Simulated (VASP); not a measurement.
# SiO2 (I4/mmm) in VASP: notebook

SiO2 is run at these levels: PBE; tasks: relaxation of cell and atoms, single point.

Program: VASP 6.6.1. These are calculated values, not measurements. Logs are shortened: lines on timing, memory, paths and dates and some standing lists are left out, and cuts for length are marked.

## (1) The cell of the first run

The structure is tetragonal, space group I4/mmm (No. 139). Conventional cell: a = 3.120 Å, b = 3.120 Å, c = 7.653 Å, α = 90.00°, β = 90.00°, γ = 90.00°. Within 3.4 Å of Si (site symmetry 4/mmm) lie 10 O at 2.54 to 2.56 Å and 4 Si at 3.12 Å. O (site symmetry 4mm) has 9 O at 2.53 to 3.12 Å and 5 Si at 2.54 to 2.56 Å within 3.3 Å.

## (2) Relaxation of cell and atoms, PBE, collinear spin, ferromagnetic start

INCAR

```
SYSTEM = SiO2
ALGO = Normal ; EDIFF = 1E-6
EDIFFG = -0.04 ; ENCUT = 600
GGA = PE ; IBRION = 2
ISIF = 3 ; ISMEAR = 0
ISPIN = 2 ; LASPH = .TRUE.
LCHARG = .FALSE. ; LORBIT = 11
LREAL = .FALSE. ; LWAVE = .FALSE.
MAGMOM = 0 0.81 0.81 ; NELM = 150
NSW = 90 ; PREC = Accurate
SIGMA = 0.1
```

KPOINTS

```
k-points
0
G
  8 8 8
  0 0 0
```

POSCAR

```
SiO2
1.0
   -1.5597560892      1.5597560892      3.8262766562
    1.5597560892     -1.5597560892      3.8262766562
    1.5597560892      1.5597560892     -3.8262766562
Si O
1 2
Direct
    0.0000000000      0.0000000000      0.0000000000
    0.6650000000      0.6650000000      0.0000000000
    0.3350000000      0.3350000000      0.0000000000
```

Potentials or basis: VASP PAW PBE potentials, release 64 (Si, O).

Launch:

```bash
cat potpaw_PBE.64/Si/POTCAR potpaw_PBE.64/O/POTCAR > POTCAR
mpirun -np 1 vasp_std > vasp.out
```

OUTCAR:

```text
SYSTEM = SiO2
   EDIFF = 1E-6
   EDIFFG = -0.04
   ENCUT = 600
   GGA = PE
   IBRION = 2
   ISIF = 3
   ISMEAR = 0
   ISPIN = 2
   LASPH = .TRUE.
   LORBIT = 11
   LREAL = .FALSE.
   NELM = 150
   NSW = 90
   PREC = Accurate

 ion  position               nearest neighbor table
   1  0.000  0.000  0.000-   2 2.54   2 2.54   2 2.54   3 2.54   3 2.54   3 2.54   2 2.54   3 2.54

   2  0.665  0.665  0.000-   1 2.54   1 2.54   1 2.54   1 2.54
   3  0.335  0.335  0.000-   1 2.54   1 2.54   1 2.54   1 2.54

  LATTYP: Found a body centered tetragonal cell.
 ALAT       =     3.1195121784
 C/A-ratio  =     2.4531249999

  Lattice vectors:

 A1 = (  -1.5597560892,   1.5597560892,   3.8262766562)
 A2 = (   1.5597560892,  -1.5597560892,   3.8262766562)
 A3 = (   1.5597560892,   1.5597560892,  -3.8262766562)

Analysis of symmetry for initial positions (statically):
=====================================================================
 Subroutine PRICEL returns:
 Original cell was already a primitive cell.

 Routine SETGRP: Setting up the symmetry group for a
 body centered tetragonal supercell.

 Subroutine GETGRP returns: Found 16 space group operations
 (whereof 16 operations were pure point group operations)
 out of a pool of 16 trial point group operations.

The static configuration has the point symmetry D_4h.

Analysis of symmetry for dynamics (positions and initial velocities):
=====================================================================
 Subroutine PRICEL returns:
 Original cell was already a primitive cell.

 Routine SETGRP: Setting up the symmetry group for a
 body centered tetragonal supercell.

 Subroutine GETGRP returns: Found 16 space group operations
 (whereof 16 operations were pure point group operations)
 out of a pool of 16 trial point group operations.

The dynamic configuration has the point symmetry D_4h.

Analysis of structural, dynamic, and magnetic symmetry:
=====================================================================
 Subroutine PRICEL returns:
 Original cell was already a primitive cell.

 Routine SETGRP: Setting up the symmetry group for a
 body centered tetragonal supercell.

 Subroutine GETGRP returns: Found 16 space group operations
 (whereof 16 operations were pure point group operations)
 out of a pool of 16 trial point group operations.

The overall configuration has the point symmetry D_4h.

 Subroutine INISYM returns: Found 16 space group operations
 (whereof 16 operations are pure point group operations),
 and found     1 'primitive' translations

----------------------------------------------------------------------------------------

                                     Primitive cell

  volume of cell :      37.2349

  direct lattice vectors                    reciprocal lattice vectors
    -1.559756089  1.559756089  3.826276656     0.000000000  0.320562942  0.130675339
     1.559756089 -1.559756089  3.826276656     0.320562942  0.000000000  0.130675339
[... 142 lines left out ...]
  --------------------------------------------------------------------------------------
  -------------------------------------------------------------------------------------
  Total       -6.2012617     -6.2012617     -7.8972190      0.0000000      0.0000000      0.0000000
  in kB     -266.8338383   -266.8338383   -339.8091141      0.0000000      0.0000000      0.0000000
  external PRESSURE =    -291.1589302 kB  Pullay stress =       0.0000000 kB
[... 96 lines left out ...]
  FREE ENERGIE OF THE ION-ELECTRON SYSTEM (eV)
  ---------------------------------------------------
  free  energy   TOTEN  =       -15.7893200474 eV

  energy  without entropy=      -15.7827522306  energy(sigma->0) =      -15.78603614

 E-fermi :  10.3444     XC(G=0): -12.9459

 val. band max:       10.2868425662   @ k =  -0.1250   0.1250   0.0000
 cond. band min:      10.4620384423   @ k =   0.3750   0.3750   0.1250
 fundamental gap:      0.1751958760
 Fermi energy:        10.3443994224

 spin component 1

 k-point     1 :       0.0000    0.0000    0.0000
  band No.  band energies     occupation
      1     -13.2536      1.00000
      2      -8.7081      1.00000
      3       0.2847      1.00000
      4       7.8017      1.00000
      5       7.8017      1.00000
      6       8.1582      1.00000
      7       8.1582      1.00000
      8       9.6550      1.00000
      9      11.4017      0.00000
     10      17.0435      0.00000
     11      17.0634      0.00000
     12      24.2181      0.00000
[... 745 lines left out ...]
      2      -7.2809      1.00000
      3      -0.5140      1.00000
      4       2.6542      1.00000
      5       3.8765      1.00000
      6       6.1224      1.00000
      7       6.7590      1.00000
      8       8.8828      1.00000
      9      13.2484      0.00000
     10      16.2529      0.00000
     11      16.4285      0.00000
     12      18.2881      0.00000
     13      27.2930      0.00000

 [... further k-points ...]

[... ionic steps 4 to 27 ...]

--------------------------------------- Ionic step       28  -------------------------------------------

 number of electron      15.9999999 magnetization       0.0000005

 number of electron      15.9999999 magnetization      -0.0000004
[... 75 lines left out ...]
 number of electron      15.9999998 magnetization       0.0000007

 number of electron      15.9999998 magnetization      -0.0000004

 Free energy of the ion-electron system (eV)
  ---------------------------------------------------
  ext. energy  EPLUGINS =         0.00000000
  ---------------------------------------------------
  free energy    TOTEN  =       -17.55147411 eV

  energy without entropy =      -17.54947286  energy(sigma->0) =      -17.55047348

 E-fermi :   6.0070     XC(G=0): -11.1406

 val. band max:        5.9153729053   @ k =  -0.3750   0.3750   0.0000
 cond. band min:       6.0191425196   @ k =   0.5000   0.5000   0.0000
 fundamental gap:      0.1037696142
 Fermi energy:         6.0069626013

 spin component 1

 k-point     1 :       0.0000    0.0000    0.0000
  band No.  band energies     occupation
      1     -16.2914      1.00000
      2     -12.9727      1.00000
      3      -2.0278      1.00000
      4       3.5612      1.00000
      5       3.5612      1.00000
      6       4.8423      1.00000
      7       4.8423      1.00000
      8       5.0321      1.00000
      9       7.2993      0.00000
     10      12.3357      0.00000
     11      13.0661      0.00000
     12      18.3008      0.00000
[... 787 lines left out ...]
  FREE ENERGIE OF THE ION-ELECTRON SYSTEM (eV)
  ---------------------------------------------------
  free  energy   TOTEN  =       -17.5514741051 eV

  energy  without entropy=      -17.5494728617  energy(sigma->0) =      -17.55047348

 reached required accuracy - stopping structural energy minimisation

 total charge

# of ion       s       p       d       tot
------------------------------------------
    1        0.594   0.716   0.000   1.310
    2        1.601   3.416   0.000   5.018
    3        1.601   3.416   0.000   5.018
--------------------------------------------------
tot          3.796   7.549   0.000  11.345

 magnetization (x)

# of ion       s       p       d       tot
------------------------------------------
    1        0.000   0.000   0.000   0.000
    2       -0.000  -0.000   0.000  -0.000
    3       -0.000  -0.000   0.000  -0.000
--------------------------------------------------
tot          0.000   0.000   0.000   0.000
```

Run time: 13 min. Hardware: 1 thread of AMD EPYC 9R45 (Zen 5), shared host; peak memory 0.25 GiB.

Results:

```yaml
Free_energy: -17.5515 eV
Relaxed_volume: 9.39 Å³/atom
Relaxed_cell: a = 5.126 Å, b = 5.126 Å, c = 5.126 Å, α = 152.76°, β = 152.76°, γ = 38.90°
Space_group_after_relaxing_to_0.1_Å: I4/mmm (No. 139)
Pressure_after_relaxing: 0.1 GPa
Largest_force_after_relaxing: 0.026 eV/Å
Band_gap_on_the_k_mesh: 0.10 eV (least direct gap 0.47 eV)
Net_moment: 0.00 μB per cell
Valence_electrons_inside_the_program's_atomic_spheres: Si 1.31; O 5.02
```

Forces on the atoms (eV/Å):
```
Si   0.000  0.000  0.000
O    0.000  0.000 -0.026
O    0.000  0.000  0.026
```

Final structure:
```yaml
crystal:
  lattice:
    - [-1.20699, 1.20699, 4.83331]
    - [1.20699, -1.20699, 4.83331]
    - [1.20699, 1.20699, -4.83331]
  atoms:
    - { symbol: Si, position: [0.00000, 0.00000, 0.00000] }
    - { symbol: O, position: [0.61245, 0.61245, 0.00000] }
    - { symbol: O, position: [0.38755, 0.38755, 0.00000] }
```

Caveat: the volume moved by over 15 % at a fixed basis, so the end points are rough.

## (3) Single point, PBE

This run uses another cell than the first one, of 11.04 Å³/atom.

INCAR

```
PREC = Accurate
ENCUT = 520
EDIFF = 1E-6
ISMEAR = 0
SIGMA = 0.1
LREAL = False
LASPH = True
NELM = 80
ALGO = Normal
ISIF = 2
LWAVE = False
LCHARG = False
GGA = PE
NBANDS = 15
```

KPOINTS

```
Automatic mesh
0
Gamma
  26 26 26
```

POSCAR

```
SiO2
1.0
   -1.2049970174      1.2049970174      5.7007296039
    1.2049970174     -1.2049970174      5.7007296039
    1.2049970174      1.2049970174     -5.7007296039
Si O
1 2
Direct
    0.0000000000      0.0000000000      0.0000000000
    0.5954245684      0.5954245684      0.0000000000
    0.4045754316      0.4045754316      0.0000000000
```

Potentials or basis: VASP PAW PBE potentials, release 64 (Si, O).

Launch:

```bash
cat potpaw_PBE.64/Si/POTCAR potpaw_PBE.64/O/POTCAR > POTCAR
mpirun -np 1 vasp_std > vasp.out
```

Run time: 21 min. Hardware: 1 thread of AMD EPYC 9R45 (Zen 5), shared host; peak memory 0.73 GiB.

Results (log left out):

```
Free energy   : -17.5743 eV
Pressure      : 0.5 GPa
Largest force : 0.035 eV/Å
```

Forces on the atoms (eV/Å):
```
Si   0.000  0.000  0.000
O    0.000  0.000  0.035
O    0.000  0.000 -0.035
```

Stress tensor (GPa, compression positive):
```
0.75 0.00 0.00
0.00 0.75 0.00
0.00 0.00 0.12
```

Levels at points of the mesh, in eV from the Fermi level:
```tsv
k point	band 6	band 7	band 8	band 9	band 10	band 11
(0.00, 0.00, 0.00)	-1.56	-1.14	-1.14	1.46	6.24	7.03
(0.50, 0.00, 0.00)	-1.49	-0.79	-0.33	3.78	5.88	11.33
(0.50, 0.50, 0.00)	-5.12	-3.61	-0.45	0.02	4.69	5.94
(0.50, 0.50, 0.50)	-2.09	-1.13	-1.13	1.78	5.91	7.03
```
